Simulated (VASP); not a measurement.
# MnSb (P6_3/mmc) in VASP: notebook

MnSb is run at these levels: PBEsol; tasks: single point.

All numbers are computed with VASP 6.6.1; they aren't measurements. Logs are shortened: lines on timing, memory, paths and dates and some standing lists are left out, and cuts for length are marked.

**1. The cell of the first run**

It takes space group P6_3/mmc (No. 194, hexagonal). The conventional cell has a = 4.150 Å, b = 4.150 Å, c = 5.780 Å, α = 90.00°, β = 90.00°, γ = 120.00°. Within 3.8 Å of Sb (site symmetry -6m2) lie 6 Mn at 2.80 Å and 6 Sb at 3.75 Å. Within 3.7 Å of Mn (site symmetry -3m) lie 6 Sb at 2.80 Å and 2 Mn at 2.89 Å.

**2. Single point, PBEsol, non-collinear spin, typed start**

Contents of INCAR:

```
ALGO     = Normal         # electronic algorithm
EDIFF    = 1E-6           # SCF threshold, eV
ENCUT    = 520            # plane-wave cutoff, eV
GGA      = PS             # functional
ISIF     = 2              # what is computed and relaxed
ISMEAR   = -1             # smearing method
LASPH    = True           # aspherical terms in the spheres
LCHARG   = False          # write CHGCAR
LMAXMIX  = 4              # l up to which the mixer works
LNONCOLLINEAR= True           # non-collinear magnetism
LORBIT   = 11             # projections on sites
LREAL    = False          # projectors in reciprocal space
LWAVE    = False          # write WAVECAR
MAGMOM   = 0 0 0 0 0 0 0.441 0.268 -3.108 -1.774 -0.45 4.437 # initial moments
NBANDS   = 50             # bands
NELM     = 150            # most SCF steps
PREC     = Accurate       # precision mode
SIGMA    = 0.05           # smearing width, eV
```

Contents of KPOINTS:

```
k-points
0
Gamma
  5 5 4
```

Contents of POSCAR:

```
MnSb
1.0
    4.1500000000      0.0000000000      0.0000000000
   -2.0750000000      3.5940054257      0.0000000000
    0.0000000000      0.0000000000      5.7800000000
Sb Mn
2 2
Direct
    0.6666666667      0.3333333333      0.7500000000
    0.3333333333      0.6666666667      0.2500000000
    0.0000000000      0.0000000000      0.5000000000
    0.0000000000      0.0000000000      0.0000000000
```

Potentials or basis: VASP PAW PBE potentials, release 64 (Sb, Mn_pv).

Run with:

```bash
cat potpaw_PBE.64/Sb/POTCAR potpaw_PBE.64/Mn_pv/POTCAR > POTCAR
mpirun -np 1 vasp_ncl > vasp.out
```

OUTCAR:

```text
EDIFF = 1E-6
   ENCUT = 520
   GGA = PS
   ISIF = 2
   ISMEAR = -1
   LASPH = True
   LNONCOLLINEAR = True
   LORBIT = 11
   LREAL = False
   NELM = 150
   PREC = Accurate

 ion  position               nearest neighbor table
   1  0.667  0.333  0.750-   3 2.80   4 2.80   3 2.80   4 2.80   3 2.80   4 2.80   2 3.75   2 3.75
                             2 3.75   2 3.75   2 3.75   2 3.75
   2  0.333  0.667  0.250-   3 2.80   4 2.80   3 2.80   4 2.80   3 2.80   4 2.80   1 3.75   1 3.75
                             1 3.75   1 3.75   1 3.75   1 3.75
   3  0.000  0.000  0.500-   1 2.80   2 2.80   2 2.80   1 2.80   1 2.80   2 2.80   4 2.89   4 2.89

   4  0.000  0.000  0.000-   1 2.80   2 2.80   2 2.80   1 2.80   1 2.80   2 2.80   3 2.89   3 2.89

  LATTYP: Found a hexagonal cell.
 ALAT       =     4.1500000000
 C/A-ratio  =     1.3927710843

  Lattice vectors:

 A1 = (   4.1500000000,   0.0000000000,   0.0000000000)
 A2 = (  -2.0750000000,   3.5940054257,   0.0000000000)
 A3 = (   0.0000000000,   0.0000000000,   5.7800000000)

Analysis of symmetry for initial positions (statically):
=====================================================================
 Subroutine PRICEL returns:
 Original cell was already a primitive cell.

 Routine SETGRP: Setting up the symmetry group for a
 hexagonal supercell.

 Subroutine GETGRP returns: Found 24 space group operations
 (whereof 12 operations were pure point group operations)
 out of a pool of 24 trial point group operations.

The static configuration has the point symmetry D_3d.
 The point group associated with its full space group is D_6h.

Analysis of symmetry for dynamics (positions and initial velocities):
=====================================================================
 Subroutine PRICEL returns:
 Original cell was already a primitive cell.

 Routine SETGRP: Setting up the symmetry group for a
 hexagonal supercell.

 Subroutine GETGRP returns: Found 24 space group operations
 (whereof 12 operations were pure point group operations)
 out of a pool of 24 trial point group operations.

The dynamic configuration has the point symmetry D_3d.
 The point group associated with its full space group is D_6h.

Analysis of structural, dynamic, and magnetic symmetry:
=====================================================================
 Subroutine PRICEL returns:
 Original cell was already a primitive cell.

 Routine SETGRP: Setting up the symmetry group for a
 hexagonal supercell.

 Subroutine GETGRP returns: Found  2 space group operations
 (whereof  2 operations were pure point group operations)
 out of a pool of 24 trial point group operations.

The overall configuration has the point symmetry S_2 .

 Subroutine INISYM returns: Found  2 space group operations
 (whereof  2 operations are pure point group operations),
 and found     1 'primitive' translations

----------------------------------------------------------------------------------------

                                     Primitive cell

  volume of cell :      86.2094

  direct lattice vectors                    reciprocal lattice vectors
     4.150000000  0.000000000  0.000000000     0.240963855  0.139120547  0.000000000
    -2.075000000  3.594005426  0.000000000     0.000000000  0.278241094  0.000000000
     0.000000000  0.000000000  5.780000000     0.000000000  0.000000000  0.173010381

  length of vectors
     4.150000000  4.150000000  5.780000000     0.278241094  0.278241094  0.173010381

  position of ions in fractional coordinates (direct lattice)
     0.666666667  0.333333333  0.750000000
     0.333333333  0.666666667  0.250000000
     0.000000000  0.000000000  0.500000000
     0.000000000  0.000000000  0.000000000

  ion indices of the primitive-cell ions
   primitive index   ion index
                 1           1
                 2           2
[... 26 lines left out ...]

 Found     51 irreducible k-points:

 Following reciprocal coordinates:
            Coordinates               Weight
  0.000000  0.000000  0.000000      1.000000
  0.200000  0.000000  0.000000      2.000000
  0.000000  0.200000  0.000000      2.000000
 -0.200000  0.200000  0.000000      2.000000
  0.400000  0.000000  0.000000      2.000000
  0.000000  0.400000  0.000000      2.000000
[... 16 lines left out ...]
 -0.400000  0.400000  0.250000      2.000000
 -0.400000 -0.000000  0.250000      2.000000
 [... further k-points ...]
   k-points           NKPTS =     51   k-points in BZ     NKDIM =     51   number of bands    NBANDS=     50
   number of dos      NEDOS =    301   number of ions     NIONS =      4
   total plane-waves  NPLWV =  49152
   dimension x,y,z NGX =    32 NGY =   32 NGZ =   48
   dimension x,y,z NGXF=    64 NGYF=   64 NGZF=   96
   ions per type =               2   2
   NGX,Y,Z   is equivalent  to a cutoff of  12.82, 12.82, 13.81 a.u.
   NGXF,Y,Z  is equivalent  to a cutoff of  25.64, 25.64, 27.61 a.u.
 SYSTEM =  unknown system
   PREC   = accura    normal or accurate (medium, high low for compatibility)
   ISTART =      0    job   : 0-new  1-cont  2-samecut
   ICHARG =      2    charge: 1-file 2-atom 10-const
   ISPIN  =      1    spin polarized calculation?
   LNONCOLLINEAR =      T non collinear calculations
   LSORBIT =      F    spin-orbit coupling
   LASPH  =      T    aspherical Exc in radial PAW
   ENCUT  =  520.0 eV  38.22 Ry    6.18 a.u.   7.72  7.72 10.75*2*pi/ulx,y,z
   NELM   =    150;   NELMIN=  2; NELMDL= -5     # of ELM steps
   EDIFF  = 0.1E-05   stopping-criterion for ELM
   LREAL  =      F    real-space projection
[... 7 lines left out ...]
   TEBEG  =    0.0;   TEEND  =   0.0 temperature during run
   PSTRESS=    0.0 pullay stress
   NELECT =      36.0000    total number of electrons
   NUPDOWN=      -1.0000    fix difference up-down
   EMIN   =  10.00;   EMAX   =-10.00  energy-range for DOS
   EFERMI =   0.00;   METHOD = LEGACY
   ISMEAR =    -1;   SIGMA  =   0.05  broadening in eV -4-tet -1-fermi 0-gaus
   EFERMI_NEDOS =   21; number of points for ismear=-14 and -15
   IALGO  =     38    algorithm
   IMIX   =      4    mixing-type and parameters
     AMIX     =   0.40;   BMIX     =  1.00
     AMIX_MAG =   1.60;   BMIX_MAG =  1.00
  volume/ion in A,a.u.               =      21.55       145.44
  Fermi-wavevector in a.u.,A,eV,Ry     =   1.223651  2.312364 20.372288  1.497321
  Thomas-Fermi vector in A             =   2.358754
   LORBIT       =     11    0 simple, 1 ext, 2 COOP (PROOUT), +10 PAW based schemes
   GGA     = PS    functional components
   LHFCALC =     F    Hartree Fock is set to
   AEXX    =    0.0000 exact exchange contribution
   IVDW    =     0    specifies the selected vdW correction
   LEPSILON=     F    determine dielectric tensor
   LRPA    =     F    only Hartree local field effects (RPA)
  energy-cutoff  :      520.00
  volume of cell :       86.21
 maximum number of plane-waves:      4700
   NGX = 15   NGY = 15   NGZ = 21

 number of electron      36.0000011 magnetization       0.0003933     -0.0135454     -0.0008784

 number of electron      36.0000011 magnetization      -0.0024426     -0.0145117     -0.0017495

 Free energy of the ion-electron system (eV)
  ---------------------------------------------------
  ext. energy  EPLUGINS =         0.00000000
  ---------------------------------------------------
  free energy    TOTEN  =       -28.04016491 eV

  energy without entropy =      -28.01917871  energy(sigma->0) =      -28.02967181

 E-fermi :   7.5198     XC(G=0): -10.7423

 val. band max:        7.4404029863   @ k =   0.0000   0.2000   0.0000
 cond. band min:       7.5808747557   @ k =  -0.2000   0.2000   0.5000
 fundamental gap:      0.1404717693
 Fermi energy:         7.5197619760

 k-point     1 :       0.0000    0.0000    0.0000
  band No.  band energies     occupation
      1     -42.1655      1.00000
      2     -42.1655      1.00000
      3     -42.1647      1.00000
      4     -42.1645      1.00000
      5     -42.1180      1.00000
      6     -42.1155      1.00000
[... 1213 lines left out ...]
     47      10.1327      0.00000
     48      10.4920      0.00000

 [... further k-points ...]

 [bands above 48 left out]

------------------------ aborting loop because EDIFF is reached ----------------------------------------

  FORCE on cell =-STRESS in cart. coord.  units (eV):
  Direction    XX          YY          ZZ          XY          YZ          ZX
  --------------------------------------------------------------------------------------
  -------------------------------------------------------------------------------------
  Total       -3.9663676     -3.9662134     -3.7568974     -0.0000342      0.0000166      0.0000320
  in kB      -73.7138133    -73.7109485    -69.8208696     -0.0006348      0.0003080      0.0005942
  external PRESSURE =     -72.4152105 kB  Pullay stress =       0.0000000 kB

 VOLUME and BASIS-vectors are now :
 -----------------------------------------------------------------------------
  energy-cutoff  :      520.00
  volume of cell :       86.21
      direct lattice vectors                 reciprocal lattice vectors
     4.150000000  0.000000000  0.000000000     0.240963855  0.139120547  0.000000000
    -2.075000000  3.594005426  0.000000000     0.000000000  0.278241094  0.000000000
     0.000000000  0.000000000  5.780000000     0.000000000  0.000000000  0.173010381

 POSITION                                       TOTAL-FORCE (eV/Angst)
 -----------------------------------------------------------------------------------
      2.07500      1.19800      4.33500        -0.000008     -0.000352     -0.000505
     -0.00000      2.39600      1.44500         0.000008      0.000352      0.000505
      0.00000      0.00000      2.89000         0.000000      0.000000      0.000000
      0.00000      0.00000      0.00000         0.000000      0.000000      0.000000
 -----------------------------------------------------------------------------------
    total drift:                                0.000000     -0.000000      0.000000

  FREE ENERGIE OF THE ION-ELECTRON SYSTEM (eV)
  ---------------------------------------------------
  free  energy   TOTEN  =       -28.0401649057 eV

  energy  without entropy=      -28.0191787093  energy(sigma->0) =      -28.02967181

 total charge

# of ion       s       p       d       tot
------------------------------------------
    1        1.140   1.254   0.043   2.438
    2        1.140   1.254   0.043   2.438
    3        0.275   6.210   5.037  11.521
    4        0.275   6.210   5.037  11.522
--------------------------------------------------
tot          2.830  14.928  10.160  27.918

 magnetization (x)

# of ion       s       p       d       tot
------------------------------------------
    1       -0.000  -0.000  -0.000  -0.000
    2       -0.000  -0.000  -0.000  -0.000
    3        0.009   0.010   0.809   0.828
    4       -0.009  -0.010  -0.812  -0.831
--------------------------------------------------
tot         -0.000  -0.000  -0.003  -0.003

 magnetization (y)

# of ion       s       p       d       tot
------------------------------------------
    1        0.000   0.000  -0.000   0.000
    2        0.000   0.000  -0.000   0.000
    3        0.003   0.003   0.286   0.292
    4       -0.003  -0.004  -0.301  -0.308
--------------------------------------------------
tot         -0.000   0.000  -0.016  -0.015

 magnetization (z)

# of ion       s       p       d       tot
------------------------------------------
    1        0.000   0.000  -0.000   0.001
    2        0.000   0.000  -0.000   0.001
    3       -0.035  -0.038  -3.144  -3.217
    4        0.035   0.037   3.143   3.215
--------------------------------------------------
tot          0.000   0.001  -0.001  -0.001
```

Wall time 31 min (1 thread of Intel Xeon Platinum 8259CL at 2.50GHz (Skylake/Cascade Lake), shared host); peak memory 0.63 GiB.

Results:

| Item | Value |
| --- | --- |
| Free energy | -28.0402 eV |
| Pressure | -7.2 GPa |
| Band gap on the k mesh | zero (bands 36 and 37 overlap by 1.00 eV) |
| Net moment | 0.01 μB per cell |
| Valence electrons inside the program's atomic spheres | Sb 2.44; Mn 11.52 |

Stress tensor (GPa, compression positive):
```
-7.37  0.00  0.00
 0.00 -7.37  0.00
 0.00  0.00 -6.98
```

Moments on the atoms (μB; x, y, z):
```
Sb   0.00  0.00  0.00
Sb   0.00  0.00  0.00
Mn   0.83  0.29 -3.22
Mn  -0.83 -0.31  3.21
```

Caveat: the cell stands under tension; the PAW data sets were made with another functional, which shifts forces and pressure a little; spin-orbit coupling is left out, which moves the levels of the heavy elements.

[end of part 1 of 2]

The gap in the log of VASP goes by the Fermi energy; the results here count the filled bands.